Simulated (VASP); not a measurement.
Input of a VASP 6.6.1 run:

Contents of INCAR:

```
PREC     = Accurate       # precision mode
ENCUT    = 520            # plane-wave cutoff, eV
EDIFF    = 1E-7           # SCF threshold, eV
ISMEAR   = -1             # smearing method
SIGMA    = 0.05           # smearing width, eV
LREAL    = F              # projectors in reciprocal space
LASPH    = T              # aspherical terms in the spheres
NELM     = 80             # most SCF steps
ALGO     = Normal         # electronic algorithm
ISIF     = 2              # what is computed and relaxed
LWAVE    = F              # write WAVECAR
LCHARG   = F              # write CHGCAR
GGA      = PE             # functional
NBANDS   = 17             # bands
```

KPOINTS

```
regular mesh
0
Gamma
  12 12 12
```

POSCAR

```
TePb
1.0
    0.0000000000      2.7684890847      2.7684890847
    2.7684890847      0.0000000000      2.7684890847
    2.7684890847      2.7684890847      0.0000000000
Pb Te
1 1
Direct
    0.0000000000      0.0000000000      0.0000000000
    0.2500000000      0.2500000000      0.2500000000
```

Potentials or basis: VASP PAW PBE potentials, release 64 (Pb_d, Te).

Launch:

```console
$ cat potpaw_PBE.64/Pb_d/POTCAR potpaw_PBE.64/Te/POTCAR > POTCAR
$ mpirun -np 1 vasp_std > vasp.out
```

**Question.** What does it give for the pressure?

**Answer.** 116.3 GPa.

**Question.** Estimate the band gap on the k mesh.

**Answer.** Zero (bands 10 and 11 overlap by 3.01 eV).

Caveat: the cell stands under pressure; spin-orbit coupling is left out, which moves the levels of the heavy elements.
